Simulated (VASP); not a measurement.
## CdTe: single point with PBE

CdTe:

```
Te Cd
1.0
     0.00000    3.18349    3.18349
     3.18349    0.00000    3.18349
     3.18349    3.18349    0.00000
Te Cd
1 1
Direct
  0.75000 0.75000 0.75000
  0.00000 0.00000 0.00000
```

This cell differs from its parent crystal: volume scaled by 0.98.

* Program: VASP 6.6.1
* Task: single point
* Functional: PBE
* Potentials or basis: VASP PAW PBE potentials, release 64 (Te, Cd)
* Cutoff: 520 eV
* k mesh: 7 × 7 × 7
* Occupations: fermi-dirac, width 0.05 eV
* Spin: no spin polarisation

| Quantity | Value |
| --- | --- |
| Pressure | 5.6 GPa |
| Band gap on the k mesh | 0.94 eV, direct |

Levels at points of the mesh, in eV from the valence-band top:
| k point | band 7 | band 8 | band 9 | band 10 | band 11 | band 12 |
| --- | --- | --- | --- | --- | --- | --- |
| (0.00, 0.00, 0.00) | 0.00 | 0.00 | 0.00 | 0.94 | 4.56 | 4.56 |

Wall time 12 s on 1 thread of Intel(R) Xeon(R) 6975P-C (Granite Rapids) (shared host), peak memory 0.2 GiB.

Caveat: spin-orbit coupling is left out, which moves the levels of the heavy elements.
